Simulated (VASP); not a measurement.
# Sr2VWO6 (Fm-3m) in VASP: single point with PBEsol

Aim: the single point of Sr2VWO6 with PBEsol.

All numbers are computed with VASP 6.6.1; they aren't measurements. Logs are shortened: lines on timing, memory, paths and dates and some standing lists are left out, and cuts for length are marked.

### Step 1. The cell of the first run

Symmetry: Fm-3m, No. 225, cubic system. Conventional cell: a = 7.868 Å, b = 7.868 Å, c = 7.868 Å, α = 90.00°, β = 90.00°, γ = 90.00°. V (site symmetry m-3m) has 6 O at 1.96 Å within 2.6 Å. W (site symmetry m-3m) has 6 O at 1.97 Å within 2.6 Å. O (site symmetry 4mm) has 1 V at 1.96 Å and 1 W at 1.97 Å within 2.6 Å. Sr (site symmetry -43m) has 12 O at 2.78 Å and 4 V at 3.41 Å and 4 W at 3.41 Å within 3.7 Å.

### Step 2. Single point, PBEsol

File INCAR:

```
  PREC = Accurate
  ENCUT = 520
  EDIFF = 1E-7
  ISMEAR = -1
  SIGMA = 0.1
  LREAL = F
  LASPH = T
  NELM = 60
  ALGO = Normal
  ISIF = 2
  LWAVE = F
  LCHARG = F
  GGA = PS
  NBANDS = 52
```

File KPOINTS:

```
Automatic mesh
0
Gamma
  8 8 8
```

File POSCAR:

```
Sr2VWO6
1.0
    0.0000000000      3.9341917700      3.9341917700
    3.9341917700      0.0000000000      3.9341917700
    3.9341917700      3.9341917700      0.0000000000
V W O Sr
1 1 6 2
Direct
    0.5000000000      0.5000000000      0.5000000000
    0.0000000000      0.0000000000      0.0000000000
    0.7495125914      0.2504874086      0.2504874086
    0.2504874086      0.7495125914      0.2504874086
    0.2504874086      0.7495125914      0.7495125914
    0.7495125914      0.2504874086      0.7495125914
    0.2504874086      0.2504874086      0.7495125914
    0.7495125914      0.7495125914      0.2504874086
    0.2500000000      0.2500000000      0.2500000000
    0.7500000000      0.7500000000      0.7500000000
```

Potentials or basis: VASP PAW PBE potentials, release 64 (V_sv, W_sv, O, Sr_sv).

Run with:

```bash
$ cat potpaw_PBE.64/V_sv/POTCAR potpaw_PBE.64/W_sv/POTCAR potpaw_PBE.64/O/POTCAR potpaw_PBE.64/Sr_sv/POTCAR > POTCAR
$ mpirun -np 1 vasp_std > vasp.out
```

OUTCAR:

```text
PREC = Accurate
   ENCUT = 520
   EDIFF = 1E-7
   ISMEAR = -1
   LREAL = F
   LASPH = T
   NELM = 60
   ISIF = 2
   GGA = PS

 ion  position               nearest neighbor table
   1  0.500  0.500  0.500-   3 1.96   4 1.96   5 1.96   6 1.96   7 1.96   8 1.96   9 3.41   9 3.41
                             9 3.41   9 3.41  10 3.41  10 3.41  10 3.41  10 3.41
   2  0.000  0.000  0.000-   3 1.97   4 1.97   5 1.97   6 1.97   7 1.97   8 1.97  10 3.41  10 3.41
                            10 3.41   9 3.41  10 3.41   9 3.41   9 3.41   9 3.41
   3  0.750  0.250  0.250-   1 1.96   2 1.97   9 2.78   9 2.78  10 2.78  10 2.78
   4  0.250  0.750  0.250-   1 1.96   2 1.97   9 2.78   9 2.78  10 2.78  10 2.78
   5  0.250  0.750  0.750-   1 1.96   2 1.97   9 2.78   9 2.78  10 2.78  10 2.78
   6  0.750  0.250  0.750-   1 1.96   2 1.97   9 2.78   9 2.78  10 2.78  10 2.78
   7  0.250  0.250  0.750-   1 1.96   2 1.97   9 2.78   9 2.78  10 2.78  10 2.78
   8  0.750  0.750  0.250-   1 1.96   2 1.97   9 2.78   9 2.78  10 2.78  10 2.78
   9  0.250  0.250  0.250-   7 2.78   7 2.78   8 2.78   8 2.78   6 2.78   4 2.78   4 2.78   5 2.78
                             3 2.78   3 2.78   6 2.78   5 2.78   1 3.41   2 3.41   2 3.41   1 3.41
  10  0.750  0.750  0.750-   7 2.78   7 2.78   8 2.78   8 2.78   6 2.78   5 2.78   3 2.78   4 2.78
                             4 2.78   5 2.78   6 2.78   3 2.78   1 3.41   2 3.41   1 3.41   1 3.41

  LATTYP: Found a face centered cubic cell.
 ALAT       =     7.8683835400

  Lattice vectors:

 A1 = (   0.0000000000,   3.9341917700,   3.9341917700)
 A2 = (   3.9341917700,   0.0000000000,   3.9341917700)
 A3 = (   3.9341917700,   3.9341917700,   0.0000000000)

Analysis of symmetry for initial positions (statically):
=====================================================================
 Subroutine PRICEL returns:
 Original cell was already a primitive cell.

 Routine SETGRP: Setting up the symmetry group for a
 face centered cubic supercell.

 Subroutine GETGRP returns: Found 48 space group operations
 (whereof 48 operations were pure point group operations)
 out of a pool of 48 trial point group operations.

The static configuration has the point symmetry O_h .

Analysis of symmetry for dynamics (positions and initial velocities):
=====================================================================
 Subroutine PRICEL returns:
 Original cell was already a primitive cell.

 Routine SETGRP: Setting up the symmetry group for a
 face centered cubic supercell.

 Subroutine GETGRP returns: Found 48 space group operations
 (whereof 48 operations were pure point group operations)
 out of a pool of 48 trial point group operations.

The dynamic configuration has the point symmetry O_h .

 Subroutine INISYM returns: Found 48 space group operations
 (whereof 48 operations are pure point group operations),
 and found     1 'primitive' translations

----------------------------------------------------------------------------------------

                                     Primitive cell

  volume of cell :     121.7858

  direct lattice vectors                    reciprocal lattice vectors
     0.000000000  3.934191770  3.934191770    -0.127090907  0.127090907  0.127090907
     3.934191770  0.000000000  3.934191770     0.127090907 -0.127090907  0.127090907
     3.934191770  3.934191770  0.000000000     0.127090907  0.127090907 -0.127090907

  length of vectors
     5.563787358  5.563787358  5.563787358     0.220127908  0.220127908  0.220127908

  position of ions in fractional coordinates (direct lattice)
     0.500000000  0.500000000  0.500000000
     0.000000000  0.000000000  0.000000000
     0.749512591  0.250487409  0.250487409
     0.250487409  0.749512591  0.250487409
     0.250487409  0.749512591  0.749512591
     0.749512591  0.250487409  0.749512591
     0.250487409  0.250487409  0.749512591
     0.749512591  0.749512591  0.250487409
     0.250000000  0.250000000  0.250000000
     0.750000000  0.750000000  0.750000000

  ion indices of the primitive-cell ions
   primitive index   ion index
                 1           1
                 2           2
                 3           3
                 4           4
                 5           5
                 6           6
                 7           7
                 8           8
                 9           9
                10          10

----------------------------------------------------------------------------------------

 KPOINTS: Automatic mesh

Automatic generation of k-mesh.
 Grid dimensions read from file:
 generate k-points for:    8    8    8

 Generating k-lattice:

  Cartesian coordinates                     Fractional coordinates (reciprocal lattice)
    -0.015886363  0.015886363  0.015886363     0.125000000  0.000000000  0.000000000
     0.015886363 -0.015886363  0.015886363     0.000000000  0.125000000  0.000000000
     0.015886363  0.015886363 -0.015886363     0.000000000  0.000000000  0.125000000

  Length of vectors
     0.027515988  0.027515988  0.027515988

  Shift w.r.t. Gamma in fractional coordinates (k-lattice)
     0.000000000  0.000000000  0.000000000

 Subroutine IBZKPT returns following result:
 ===========================================

 Found     29 irreducible k-points:

 Following reciprocal coordinates:
            Coordinates               Weight
  0.000000  0.000000  0.000000      1.000000
  0.125000  0.000000  0.000000      8.000000
  0.250000  0.000000  0.000000      8.000000
  0.375000  0.000000  0.000000      8.000000
  0.500000  0.000000  0.000000      4.000000
  0.125000  0.125000  0.000000      6.000000
[... 16 lines left out ...]
  0.500000  0.250000  0.125000     48.000000
 -0.375000  0.250000  0.125000     24.000000
 [... further k-points ...]
   k-points           NKPTS =     29   k-points in BZ     NKDIM =     29   number of bands    NBANDS=     52
   number of dos      NEDOS =    301   number of ions     NIONS =     10
   total plane-waves  NPLWV =  74088
   dimension x,y,z NGX =    42 NGY =   42 NGZ =   42
   dimension x,y,z NGXF=    84 NGYF=   84 NGZF=   84
   ions per type =               1   1   6   2
   NGX,Y,Z   is equivalent  to a cutoff of  12.55, 12.55, 12.55 a.u.
   NGXF,Y,Z  is equivalent  to a cutoff of  25.10, 25.10, 25.10 a.u.
 SYSTEM =  unknown system
   PREC   = accura    normal or accurate (medium, high low for compatibility)
   ISTART =      0    job   : 0-new  1-cont  2-samecut
   ICHARG =      2    charge: 1-file 2-atom 10-const
   ISPIN  =      1    spin polarized calculation?
   LNONCOLLINEAR =      F non collinear calculations
   LSORBIT =      F    spin-orbit coupling
   LASPH  =      T    aspherical Exc in radial PAW
   ENCUT  =  520.0 eV  38.22 Ry    6.18 a.u.  10.34 10.34 10.34*2*pi/ulx,y,z
   NELM   =     60;   NELMIN=  2; NELMDL= -5     # of ELM steps
   EDIFF  = 0.1E-06   stopping-criterion for ELM
   LREAL  =      F    real-space projection
   EDIFFG = 0.1E-05   stopping-criterion for IOM
   NSW    =      0    number of steps for IOM
   IBRION =     -1    ionic relax: 0-MD 1-quasi-New 2-CG
   NFREE  =      0    steps in history (QN), initial steepest desc. (CG)
   ISIF   =      2    stress and relaxation
   ISYM   =      2    0-nonsym 1-usesym 2-fastsym
   POTIM  = 0.5000    time-step for ionic-motion
   TEBEG  =    0.0;   TEEND  =   0.0 temperature during run
   PSTRESS=    0.0 pullay stress
   NELECT =      83.0000    total number of electrons
   NUPDOWN=      -1.0000    fix difference up-down
   EMIN   =  10.00;   EMAX   =-10.00  energy-range for DOS
   EFERMI =   0.00;   METHOD = LEGACY
   ISMEAR =    -1;   SIGMA  =   0.10  broadening in eV -4-tet -1-fermi 0-gaus
   EFERMI_NEDOS =   21; number of points for ismear=-14 and -15
   IALGO  =     38    algorithm
   IMIX   =      4    mixing-type and parameters
     AMIX     =   0.40;   BMIX     =  1.00
     AMIX_MAG =   1.60;   BMIX_MAG =  1.00
  volume/ion in A,a.u.               =      12.18        82.19
  Fermi-wavevector in a.u.,A,eV,Ry     =   1.440684  2.722498 28.239841  2.075570
  Thomas-Fermi vector in A             =   2.559400
   LORBIT       =      0    0 simple, 1 ext, 2 COOP (PROOUT), +10 PAW based schemes
   GGA     = PS    functional components
   LHFCALC =     F    Hartree Fock is set to
   AEXX    =    0.0000 exact exchange contribution
   IVDW    =     0    specifies the selected vdW correction
   LEPSILON=     F    determine dielectric tensor
   LRPA    =     F    only Hartree local field effects (RPA)
 non-spin polarized calculation
  energy-cutoff  :      520.00
  volume of cell :      121.79
 maximum number of plane-waves:      3306
 NGX is ok and might be reduce to    42
   NGX = 21   NGY = 21   NGZ = 21

 number of electron      83.0000030 magnetization

 Free energy of the ion-electron system (eV)
  ---------------------------------------------------
  ext. energy  EPLUGINS =         0.00000000
  ---------------------------------------------------
  free energy    TOTEN  =       -85.32877905 eV

  energy without entropy =      -85.20137065  energy(sigma->0) =      -85.26507485

 E-fermi :   6.9586     XC(G=0): -11.6469

 val. band max:        6.9230759865   @ k =  -0.3750   0.2500   0.0000
 cond. band min:       7.0027110651   @ k =  -0.3750   0.2500   0.1250
 fundamental gap:      0.0796350786
 Fermi energy:         6.9586469176

 k-point     1 :       0.0000    0.0000    0.0000
  band No.  band energies     occupation
      1     -69.2496      2.00000
      2     -58.3790      2.00000
      3     -33.5519      2.00000
      4     -33.5519      2.00000
      5     -33.5519      2.00000
      6     -32.3745      2.00000
[... 44 lines left out ...]
     51       9.6035      0.00000
     52      10.6360      0.00000

 k-point     2 :       0.1250    0.0000    0.0000
  band No.  band energies     occupation
      1     -69.2497      2.00000
      2     -58.3790      2.00000
      3     -33.5520      2.00000
      4     -33.5519      2.00000
      5     -33.5519      2.00000
      6     -32.3747      2.00000
[... 44 lines left out ...]
     51       9.8724      0.00000
     52      10.8257      0.00000

 k-point     3 :       0.2500    0.0000    0.0000
  band No.  band energies     occupation
      1     -69.2497      2.00000
      2     -58.3790      2.00000
      3     -33.5523      2.00000
      4     -33.5518      2.00000
      5     -33.5518      2.00000
      6     -32.3750      2.00000
[... 44 lines left out ...]
     51      10.4875      0.00000
     52      11.2700      0.00000
[... 1046 lines left out ...]
 k-point    23 :       0.5000    0.2500    0.1250
  band No.  band energies     occupation
      1     -69.2496      2.00000
      2     -58.3790      2.00000
      3     -33.5526      2.00000
      4     -33.5522      2.00000
      5     -33.5518      2.00000
      6     -32.3753      2.00000
[... 44 lines left out ...]
     51      11.6122      0.00000
     52      11.6557      0.00000

 k-point    24 :      -0.3750    0.2500    0.1250
  band No.  band energies     occupation
      1     -69.2496      2.00000
      2     -58.3790      2.00000
      3     -33.5527      2.00000
      4     -33.5522      2.00000
      5     -33.5518      2.00000
      6     -32.3753      2.00000
[... 44 lines left out ...]
     51      11.6431      0.00000
     52      11.6640      0.00000

 [... further k-points ...]

------------------------ aborting loop because EDIFF is reached ----------------------------------------

  FORCE on cell =-STRESS in cart. coord.  units (eV):
  Direction    XX          YY          ZZ          XY          YZ          ZX
  --------------------------------------------------------------------------------------
  -------------------------------------------------------------------------------------
  Total       -3.6594366     -3.6594366     -3.6594366     -0.0000000      0.0000000     -0.0000000
  in kB      -48.1424549    -48.1424549    -48.1424549     -0.0000000      0.0000000     -0.0000000
  external PRESSURE =     -48.1424549 kB  Pullay stress =       0.0000000 kB

 VOLUME and BASIS-vectors are now :
 -----------------------------------------------------------------------------
  energy-cutoff  :      520.00
  volume of cell :      121.79
      direct lattice vectors                 reciprocal lattice vectors
     0.000000000  3.934191770  3.934191770    -0.127090907  0.127090907  0.127090907
     3.934191770  0.000000000  3.934191770     0.127090907 -0.127090907  0.127090907
     3.934191770  3.934191770  0.000000000     0.127090907  0.127090907 -0.127090907

 POSITION                                       TOTAL-FORCE (eV/Angst)
 -----------------------------------------------------------------------------------
      3.93419      3.93419      3.93419         0.000000     -0.000000     -0.000000
      0.00000      0.00000      0.00000         0.000000     -0.000000     -0.000000
      1.97093      3.93419      3.93419         0.111209     -0.000000     -0.000000
      3.93419      1.97093      3.93419         0.000000      0.111209     -0.000000
      5.89745      3.93419      3.93419        -0.111209     -0.000000     -0.000000
      3.93419      5.89745      3.93419         0.000000     -0.111209     -0.000000
      3.93419      3.93419      1.97093         0.000000     -0.000000      0.111209
      3.93419      3.93419      5.89745         0.000000     -0.000000     -0.111209
      1.96710      1.96710      1.96710        -0.000000     -0.000000     -0.000000
      5.90129      5.90129      5.90129        -0.000000      0.000000     -0.000000
 -----------------------------------------------------------------------------------
    total drift:                               -0.000000      0.000000      0.000000

  FREE ENERGIE OF THE ION-ELECTRON SYSTEM (eV)
  ---------------------------------------------------
  free  energy   TOTEN  =       -85.3287790457 eV

  energy  without entropy=      -85.2013706493  energy(sigma->0) =      -85.26507485
```

It took 3.2 min on 1 thread of AMD EPYC 7R13 (Zen 3), shared host; peak memory 0.34 GiB.

What came out:

```
Free energy            : -85.3288 eV
Pressure               : -4.8 GPa
Largest force          : 0.111 eV/Å
Band gap on the k mesh : zero (an odd number of electrons rules out a gap without spin polarisation)
```

Forces in eV/Å, atoms in the order of the input:
```
V    0.000  0.000  0.000
W    0.000  0.000  0.000
O    0.111  0.000  0.000
O    0.000  0.111  0.000
O   -0.111  0.000  0.000
O    0.000 -0.111  0.000
O    0.000  0.000  0.111
O    0.000  0.000 -0.111
Sr   0.000  0.000  0.000
Sr   0.000  0.000  0.000
```

Levels at points of the mesh, in eV from the Fermi level:
| k point | band 37 | band 38 | band 39 | band 40 | band 41 | band 42 | band 43 | band 44 | band 45 | band 46 |
| --- | --- | --- | --- | --- | --- | --- | --- | --- | --- | --- |
| (0.00, 0.00, 0.00) | -3.66 | -3.18 | -3.18 | -3.18 | -1.41 | -1.41 | -1.41 | 1.57 | 1.57 | 1.77 |
| (0.50, 0.00, 0.00) | -4.09 | -4.09 | -3.84 | -3.76 | 0.23 | 0.29 | 0.29 | 0.54 | 0.61 | 0.61 |
| (0.50, 0.50, 0.00) | -4.76 | -4.01 | -4.01 | -3.27 | -1.22 | 0.64 | 0.64 | 1.25 | 1.25 | 1.53 |

Caveat: the cell stands under tension; the PAW data sets were made with another functional, which shifts forces and pressure a little; spin-orbit coupling is left out, which moves the levels of the heavy elements; an odd number of electrons without spin polarisation forces a metal; a magnetic or distorted state may lie lower; the run has no spin polarisation, though such a crystal can be magnetic; semilocal functionals often make such compounds metallic where correlation or magnetic order opens a gap, which also shifts bond lengths. With open d or f shells a metallic result of PBEsol can be an artefact of self-interaction; +U or a hybrid may open a gap.

The gap in the log of VASP goes by the Fermi energy; the results here count the filled bands.